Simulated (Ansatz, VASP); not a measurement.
# Hf in VASP and in Ansatz

The input INCAR:

```
  PREC = Accurate
  ENCUT = 520
  EDIFF = 1E-7
  ISMEAR = 0
  SIGMA = 0.15
  LREAL = False
  LASPH = True
  NELM = 100
  ALGO = Fast
  ISIF = 2
  LWAVE = False
  LCHARG = False
  GGA = PS
  NBANDS = 11
```

KPOINTS

```
regular mesh
0
Gamma
  18 18 18
```

POSCAR

```
Hf
1.0
   -1.6967000000      1.8050000000      1.8050000000
    1.6967000000     -1.8050000000      1.8050000000
    1.6967000000      1.8050000000     -1.8050000000
Hf
1
Direct
    0.0000000000      0.0000000000      0.0000000000
```

Input for Ansatz:

```yaml
crystal:
  lattice:
    - [-1.6967, 1.805, 1.805]
    - [1.6967, -1.805, 1.805]
    - [1.6967, 1.805, -1.805]
  atoms:
    - { symbol: Hf, position: [0.0, 0.0, 0.0] }
basis:
  ecutwfc: 420
kpoints:
  mp_grid: { grid: [18, 18, 18] }
hamiltonian:
  xc: pbesol
scf:
  occupations: { method: gaussian, width: 0.15 }
output:
  forces: true
  stress: true
  eigenvalues: true
```

Change from the starting cell: strain -0.0600 x Voigt [1, 0, 0, 0, 0, 0], atoms carried along.

Alike in both runs: task single point; functional PBEsol; k mesh 18 × 18 × 18; occupations gaussian, width 0.15 eV; no spin polarisation.

|  | VASP | Ansatz |
| --- | --- | --- |
| version | VASP 6.6.1 | Ansatz 0.2.0 |
| potentials or method | VASP PAW PBE potentials, release 64 (Hf_pv), cutoff 520 eV | scalar-relativistic, plane waves, PAW |
| valence electrons in the cell | 10 | 26 |

```tsv
	VASP	Ansatz	Ansatz less VASP
gap on the k mesh at the Fermi level (eV)	none	none	-
pressure (GPa)	-3.9	-3.7	+0.26
traceless stress, the component that is largest in VASP (GPa)	-2.25	-2.18	+0.067
```

VASP's potentials were made for PBE, not for PBEsol. A gap of «none» marks a metal or a gap that the smearing closes. VASP's potentials hold 10 valence electrons a cell and Ansatz's 26, so a difference there can come from the potentials and not from the codes.

Spin-orbit coupling is off throughout.
